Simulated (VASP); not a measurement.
# Si16Ge (a cell with a defect) in VASP: relaxation of the atoms with PBEsol

Aim: the relaxation of the atoms of Si16Ge (a cell with a defect) with PBEsol.

All numbers are computed with VASP 6.6.1; they aren't measurements. Logs are shortened: lines on timing, memory, paths and dates and some standing lists are left out, and cuts for length are marked.

### 1 The cell of the first run

The cell holds a defect, 17 atoms: a = 7.679 Å, b = 7.679 Å, c = 7.679 Å, α = 60.00°, β = 60.00°, γ = 60.00°.

### 2 Relaxation of the atoms, PBEsol

INCAR

```
SYSTEM = Si16Ge
PREC     = Accurate       ! precision mode
ENCUT    = 520            ! plane-wave cutoff, eV
EDIFF    = 1E-6           ! SCF threshold, eV
ISMEAR   = 0              ! smearing method
SIGMA    = 0.02           ! smearing width, eV
LREAL    = Auto         
LASPH    = .TRUE.         ! aspherical terms in the spheres
NELM     = 100            ! most SCF steps
ALGO     = Normal         ! electronic algorithm
ISIF     = 2              ! what is computed and relaxed
LWAVE    = .FALSE.        ! write WAVECAR
LCHARG   = .FALSE.        ! write CHGCAR
GGA      = PS             ! functional
IBRION   = 2              ! ionic algorithm
NSW      = 80             ! ionic steps
EDIFFG   = -0.03          ! ionic threshold
```

KPOINTS

```
regular mesh
0
G
  2 2 2
  0 0 0
```

POSCAR

```
Si16Ge
1.0
    0.0000000000      5.4300000000      5.4300000000
    5.4300000000      0.0000000000      5.4300000000
    5.4300000000      5.4300000000      0.0000000000
Si Ge
16 1
Direct
    0.0000000000      0.0000000000      0.0000000000
    0.1250000000      0.1250000000      0.1250000000
    0.0000000000      0.0000000000      0.5000000000
    0.1250000000      0.1250000000      0.6250000000
    0.0000000000      0.5000000000      0.0000000000
    0.1250000000      0.6250000000      0.1250000000
    0.0000000000      0.5000000000      0.5000000000
    0.1250000000      0.6250000000      0.6250000000
    0.5000000000      0.0000000000      0.0000000000
    0.6250000000      0.1250000000      0.1250000000
    0.5000000000      0.0000000000      0.5000000000
    0.6250000000      0.1250000000      0.6250000000
    0.5000000000      0.5000000000      0.0000000000
    0.6250000000      0.6250000000      0.1250000000
    0.5000000000      0.5000000000      0.5000000000
    0.6250000000      0.6250000000      0.6250000000
    0.7306514100      0.7554164000      0.7502944600
```

Potentials or basis: VASP PAW PBE potentials, release 64 (Si, Ge_d).

Launch:

```
$ cat potpaw_PBE.64/Si/POTCAR potpaw_PBE.64/Ge_d/POTCAR > POTCAR
$ mpirun -np 1 vasp_std > vasp.out
```

OUTCAR:

```text
SYSTEM = Si16Ge
   PREC = Accurate
   ENCUT = 520
   EDIFF = 1E-6
   ISMEAR = 0
   LREAL = Auto
   LASPH = .TRUE.
   NELM = 100
   ISIF = 2
   GGA = PS
   IBRION = 2
   NSW = 80
   EDIFFG = -0.03

 ion  position               nearest neighbor table
   1  0.000  0.000  0.000-   2 2.35   4 2.35   6 2.35  10 2.35
   2  0.125  0.125  0.125-   1 2.35   3 2.35   5 2.35   9 2.35
   3  0.000  0.000  0.500-   2 2.35   4 2.35   8 2.35  12 2.35  17 2.79
   4  0.125  0.125  0.625-   1 2.35   3 2.35   7 2.35  11 2.35
   5  0.000  0.500  0.000-   2 2.35   6 2.35   8 2.35  14 2.35  17 2.82
   6  0.125  0.625  0.125-   1 2.35   5 2.35   7 2.35  13 2.35
   7  0.000  0.500  0.500-   4 2.35   6 2.35   8 2.35  16 2.35  17 2.75
   8  0.125  0.625  0.625-   3 2.35   5 2.35   7 2.35  15 2.35  17 2.47
   9  0.500  0.000  0.000-   2 2.35  10 2.35  12 2.35  14 2.35  17 2.69
  10  0.625  0.125  0.125-   1 2.35   9 2.35  11 2.35  13 2.35
  11  0.500  0.000  0.500-   4 2.35  10 2.35  12 2.35  16 2.35  17 2.61
  12  0.625  0.125  0.625-  17 2.32   9 2.35  11 2.35  15 2.35   3 2.35
  13  0.500  0.500  0.000-   6 2.35  10 2.35  14 2.35  16 2.35  17 2.64
  14  0.625  0.625  0.125-   5 2.35   9 2.35  13 2.35  15 2.35  17 2.35
  15  0.500  0.500  0.500-   8 2.35  12 2.35  14 2.35  16 2.35
  16  0.625  0.625  0.625-  17 2.27  11 2.35  13 2.35  15 2.35   7 2.35
  17  0.731  0.755  0.750-  16 2.27  12 2.32  14 2.35   8 2.47  11 2.61  13 2.64   9 2.69   7 2.75
                             3 2.79   5 2.82

  LATTYP: Found a face centered cubic cell.
 ALAT       =    10.8600000000

  Lattice vectors:

 A1 = (   0.0000000000,   5.4300000000,   5.4300000000)
 A2 = (   5.4300000000,   0.0000000000,   5.4300000000)
 A3 = (   5.4300000000,   5.4300000000,   0.0000000000)

Analysis of symmetry for initial positions (statically):
=====================================================================
 Subroutine PRICEL returns:
 Original cell was already a primitive cell.

 Routine SETGRP: Setting up the symmetry group for a
 face centered cubic supercell.

 Subroutine GETGRP returns: Found  1 space group operations
 (whereof  1 operations were pure point group operations)
 out of a pool of 48 trial point group operations.

The static configuration has the point symmetry C_1 .

Analysis of symmetry for dynamics (positions and initial velocities):
=====================================================================
 Subroutine PRICEL returns:
 Original cell was already a primitive cell.

 Routine SETGRP: Setting up the symmetry group for a
 face centered cubic supercell.

 Subroutine GETGRP returns: Found  1 space group operations
 (whereof  1 operations were pure point group operations)
 out of a pool of 48 trial point group operations.

The dynamic configuration has the point symmetry C_1 .

 Subroutine INISYM returns: Found  1 space group operations
 (whereof  1 operations are pure point group operations),
 and found     1 'primitive' translations

----------------------------------------------------------------------------------------

                                     Primitive cell

  volume of cell :     320.2060

  direct lattice vectors                    reciprocal lattice vectors
     0.000000000  5.430000000  5.430000000    -0.092081031  0.092081031  0.092081031
     5.430000000  0.000000000  5.430000000     0.092081031 -0.092081031  0.092081031
     5.430000000  5.430000000  0.000000000     0.092081031  0.092081031 -0.092081031

  length of vectors
     7.679179644  7.679179644  7.679179644     0.159489025  0.159489025  0.159489025

  position of ions in fractional coordinates (direct lattice)
     0.000000000  0.000000000  0.000000000
     0.125000000  0.125000000  0.125000000
     0.000000000  0.000000000  0.500000000
     0.125000000  0.125000000  0.625000000
     0.000000000  0.500000000  0.000000000
     0.125000000  0.625000000  0.125000000
[... 9 lines left out ...]
     0.625000000  0.625000000  0.625000000
     0.730651410  0.755416400  0.750294460

  ion indices of the primitive-cell ions
   primitive index   ion index
                 1           1
                 2           2
                 3           3
                 4           4
                 5           5
                 6           6
[... 9 lines left out ...]
                16          16
                17          17

----------------------------------------------------------------------------------------

 KPOINTS: regular mesh

Automatic generation of k-mesh.
 Grid dimensions read from file:
 generate k-points for:    2    2    2

 Generating k-lattice:

  Cartesian coordinates                     Fractional coordinates (reciprocal lattice)
    -0.046040516  0.046040516  0.046040516     0.500000000  0.000000000  0.000000000
     0.046040516 -0.046040516  0.046040516     0.000000000  0.500000000  0.000000000
     0.046040516  0.046040516 -0.046040516     0.000000000  0.000000000  0.500000000

  Length of vectors
     0.079744512  0.079744512  0.079744512

  Shift w.r.t. Gamma in fractional coordinates (k-lattice)
     0.000000000  0.000000000  0.000000000

 Subroutine IBZKPT returns following result:
 ===========================================

 Found      8 irreducible k-points:

 Following reciprocal coordinates:
            Coordinates               Weight
  0.000000  0.000000  0.000000      1.000000
  0.500000  0.000000  0.000000      1.000000
  0.000000  0.500000  0.000000      1.000000
  0.000000  0.000000  0.500000      1.000000
  0.500000  0.500000  0.500000      1.000000
  0.500000  0.500000  0.000000      1.000000
  0.000000  0.500000  0.500000      1.000000
  0.500000  0.000000  0.500000      1.000000
   k-points           NKPTS =      8   k-points in BZ     NKDIM =      8   number of bands    NBANDS=     48
   number of dos      NEDOS =    301   number of ions     NIONS =     17
   total plane-waves  NPLWV = 216000
   dimension x,y,z NGX =    60 NGY =   60 NGZ =   60
   dimension x,y,z NGXF=   120 NGYF=  120 NGZF=  120
   ions per type =              16   1
   NGX,Y,Z   is equivalent  to a cutoff of  12.99, 12.99, 12.99 a.u.
   NGXF,Y,Z  is equivalent  to a cutoff of  25.98, 25.98, 25.98 a.u.
 SYSTEM =  Si16Ge
   PREC   = accura    normal or accurate (medium, high low for compatibility)
   ISTART =      0    job   : 0-new  1-cont  2-samecut
   ICHARG =      2    charge: 1-file 2-atom 10-const
   ISPIN  =      1    spin polarized calculation?
   LNONCOLLINEAR =      F non collinear calculations
   LSORBIT =      F    spin-orbit coupling
   LASPH  =      T    aspherical Exc in radial PAW
   ENCUT  =  520.0 eV  38.22 Ry    6.18 a.u.  14.28 14.28 14.28*2*pi/ulx,y,z
   NELM   =    100;   NELMIN=  2; NELMDL= -5     # of ELM steps
   EDIFF  = 0.1E-05   stopping-criterion for ELM
   LREAL  =      T    real-space projection
   EDIFFG = -.3E-01   stopping-criterion for IOM
   NSW    =     80    number of steps for IOM
   IBRION =      2    ionic relax: 0-MD 1-quasi-New 2-CG
   NFREE  =      1    steps in history (QN), initial steepest desc. (CG)
   ISIF   =      2    stress and relaxation
   ISYM   =      2    0-nonsym 1-usesym 2-fastsym
   POTIM  = 0.5000    time-step for ionic-motion
   TEBEG  =    0.0;   TEEND  =   0.0 temperature during run
   PSTRESS=    0.0 pullay stress
   NELECT =      78.0000    total number of electrons
   NUPDOWN=      -1.0000    fix difference up-down
   EMIN   =  10.00;   EMAX   =-10.00  energy-range for DOS
   EFERMI =   0.00;   METHOD = LEGACY
   ISMEAR =     0;   SIGMA  =   0.02  broadening in eV -4-tet -1-fermi 0-gaus
   EFERMI_NEDOS =   21; number of points for ismear=-14 and -15
   IALGO  =     38    algorithm
   IMIX   =      4    mixing-type and parameters
     AMIX     =   0.40;   BMIX     =  1.00
     AMIX_MAG =   1.60;   BMIX_MAG =  1.00
  volume/ion in A,a.u.               =      18.84       127.11
  Fermi-wavevector in a.u.,A,eV,Ry     =   1.022421  1.932096 14.222785  1.045345
  Thomas-Fermi vector in A             =   2.156100
   LORBIT       =      0    0 simple, 1 ext, 2 COOP (PROOUT), +10 PAW based schemes
   GGA     = PS    functional components
   LHFCALC =     F    Hartree Fock is set to
   AEXX    =    0.0000 exact exchange contribution
   IVDW    =     0    specifies the selected vdW correction
   LEPSILON=     F    determine dielectric tensor
   LRPA    =     F    only Hartree local field effects (RPA)
 conjugate gradient relaxation of ions
 non-spin polarized calculation
 Gauss-broadening in eV      SIGMA  =   0.02
  energy-cutoff  :      520.00
  volume of cell :      320.21
 maximum number of plane-waves:      8646
 NGX is ok and might be reduce to    60
   NGX = 29   NGY = 29   NGZ = 29

--------------------------------------- Ionic step        1  -------------------------------------------

 number of electron      78.0000006 magnetization

 Free energy of the ion-electron system (eV)
  ---------------------------------------------------
  ext. energy  EPLUGINS =         0.00000000
  ---------------------------------------------------
  free energy    TOTEN  =       -92.37661778 eV

  energy without entropy =      -92.37284413  energy(sigma->0) =      -92.37473096

------------------------ aborting loop because EDIFF is reached ----------------------------------------

  FORCE on cell =-STRESS in cart. coord.  units (eV):
  Direction    XX          YY          ZZ          XY          YZ          ZX
  --------------------------------------------------------------------------------------
  -------------------------------------------------------------------------------------
  Total       11.5088901     11.7131771     11.6167135      1.1810421     -0.4019969      1.6266601
  in kB       57.5856855     58.6078525     58.1251890      5.9094418     -2.0114250      8.1391288
  external PRESSURE =      58.1062423 kB  Pullay stress =       0.0000000 kB
[... 134 lines left out ...]
  FREE ENERGIE OF THE ION-ELECTRON SYSTEM (eV)
  ---------------------------------------------------
  free  energy   TOTEN  =       -92.7583796693 eV

  energy  without entropy=      -92.7555627967  energy(sigma->0) =      -92.75697123

[... ionic steps 4 to 7 ...]

--------------------------------------- Ionic step        8  -------------------------------------------

 number of electron      78.0000002 magnetization

------------------------ aborting loop because EDIFF is reached ----------------------------------------

  FORCE on cell =-STRESS in cart. coord.  units (eV):
  Direction    XX          YY          ZZ          XY          YZ          ZX
  --------------------------------------------------------------------------------------
  -------------------------------------------------------------------------------------
  Total        9.5420561      9.3054094      9.4277160      0.0209678     -0.0172598      0.0225741
  in kB       47.7444687     46.5603870     47.1723584      0.1049143     -0.0863609      0.1129513
  external PRESSURE =      47.1590714 kB  Pullay stress =       0.0000000 kB
[... 87 lines left out ...]
  energy  without entropy=      -92.7789728229  energy(sigma->0) =      -92.78032692

--------------------------------------- Ionic step       10  -------------------------------------------

 number of electron      78.0000001 magnetization

 Free energy of the ion-electron system (eV)
  ---------------------------------------------------
  ext. energy  EPLUGINS =         0.00000000
  ---------------------------------------------------
  free energy    TOTEN  =       -92.78214831 eV

  energy without entropy =      -92.77949742  energy(sigma->0) =      -92.78082287

 E-fermi :   6.7967     XC(G=0):  -9.8843

 val. band max:        6.7916837062   @ k =   0.0000   0.0000   0.0000
 cond. band min:       6.8016584632   @ k =   0.0000   0.0000   0.0000
 fundamental gap:      0.0099747571
 Fermi energy:         6.7966710705

 k-point     1 :       0.0000    0.0000    0.0000
  band No.  band energies     occupation
      1     -18.2783      2.00000
      2     -18.2778      2.00000
      3     -18.2774      2.00000
      4     -18.2640      2.00000
      5     -18.2639      2.00000
      6      -6.6127      2.00000
[... 441 lines left out ...]
  FREE ENERGIE OF THE ION-ELECTRON SYSTEM (eV)
  ---------------------------------------------------
  free  energy   TOTEN  =       -92.7821483084 eV

  energy  without entropy=      -92.7794974240  energy(sigma->0) =      -92.78082287

 reached required accuracy - stopping structural energy minimisation
```

It took 21 min on 1 thread of Oxide Virtual Turin-like, shared host; peak memory 0.53 GiB.

What came out:

| Item | Value |
| --- | --- |
| Free energy | -92.7821 eV |
| Energy gained by relaxing | 23.9 meV/atom |
| Ionic steps | 10 |
| Pressure after relaxing | 4.7 GPa |
| Largest force after relaxing | 0.029 eV/Å |
| Band gap on the k mesh | zero (bands 39 and 40 overlap by 0.31 eV) |

Forces in eV/Å, atoms in the order of the input:
```
Si   0.002 -0.003 -0.002
Si   0.011 -0.005 -0.003
Si  -0.011  0.006 -0.012
Si   0.008 -0.013 -0.013
Si  -0.008 -0.018  0.005
Si   0.005 -0.011 -0.011
Si   0.009  0.011  0.012
Si  -0.005 -0.009 -0.002
Si   0.004 -0.005 -0.005
Si  -0.014  0.001  0.007
Si   0.003  0.006 -0.002
Si   0.002  0.004 -0.005
Si   0.005 -0.001  0.001
Si   0.002 -0.009 -0.001
Si  -0.011  0.022  0.016
Si   0.007  0.009  0.006
Ge  -0.008  0.013  0.010
```

Stress tensor (GPa, compression positive):
```
 4.79 -0.02 -0.03
-0.02  4.63  0.01
-0.03  0.01  4.72
```

Step by step:
```tsv
step	energy change (eV)	largest force (eV/Å)	pressure (GPa)
1	0.0000	2.2161	5.81
2	-0.3817	0.4547	4.75
3	-0.3818	0.4581	4.75
4	-0.3995	0.1775	4.70
5	-0.3996	0.1706	4.70
6	-0.4033	0.1070	4.71
7	-0.4040	0.0641	4.72
8	-0.4048	0.0534	4.72
9	-0.4051	0.0858	4.71
10	-0.4055	0.0294	4.71
```

Final structure:
```
Si Ge
1.0
     0.00000    5.43000    5.43000
     5.43000    0.00000    5.43000
     5.43000    5.43000    0.00000
Si Ge
16 1
Direct
  0.00039 0.99987 0.99996
  0.12433 0.12425 0.12434
  0.00308 0.00534 0.49579
  0.12393 0.12441 0.62727
  0.00317 0.49592 0.00498
  0.12413 0.62718 0.12441
  0.00293 0.49558 0.49559
  0.13254 0.62246 0.62190
  0.49546 0.00476 0.00432
  0.62769 0.12409 0.12387
  0.49532 0.00437 0.49526
  0.62022 0.13749 0.62133
  0.49537 0.49531 0.00410
  0.62007 0.62179 0.13646
  0.49581 0.50121 0.50010
  0.62019 0.62022 0.62053
  0.74603 0.75116 0.75008
```

Caveat: the k points lie up to 0.50 Å⁻¹ apart; the PAW data sets were made with another functional, which shifts forces and pressure a little.
